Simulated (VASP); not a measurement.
A run of VASP 6.6.1:

File INCAR:

```
SYSTEM = Sn3Te
PREC = Accurate
ENCUT = 600
EDIFF = 1E-6
ISMEAR = 0
SIGMA = 0.1
LREAL = .False.
LASPH = .True.
NELM = 80
ALGO = Normal
ISIF = 3
LWAVE = .False.
LCHARG = .False.
GGA = PE
IBRION = 2
NSW = 90
EDIFFG = -0.04
```

File KPOINTS:

```
Automatic mesh
0
Gamma
  4 4 4
  0 0 0
```

Contents of POSCAR:

```
Sn3Te
1.0
   -3.2199538800      3.2199538800      3.2199538800
    3.2199538800     -3.2199538800      3.2199538800
    3.2199538800      3.2199538800     -3.2199538800
Sn Te
3 1
Direct
    0.0000000000      0.5000000000      0.5000000000
    0.5000000000      0.0000000000      0.5000000000
    0.5000000000      0.5000000000      0.0000000000
    0.0000000000      0.0000000000      0.0000000000
```

Potentials or basis: VASP PAW PBE potentials, release 64 (Sn_d, Te).

Run with:

```sh
$ cat potpaw_PBE.64/Sn_d/POTCAR potpaw_PBE.64/Te/POTCAR > POTCAR
$ mpirun -np 1 vasp_std > vasp.out
```

Hardware: 1 thread of Intel(R) Xeon(R) Platinum 8259CL CPU @ 2.50GHz (Skylake/Cascade Lake), on a shared host.

Q: How long does it take, and how much memory?

A: Run time: 100 s on 1 thread of Intel(R) Xeon(R) Platinum 8259CL CPU @ 2.50GHz (Skylake/Cascade Lake), with other jobs on the host, peak memory 0.33 GiB. Counts: scf iterations 29, k points 8, ion steps 3.
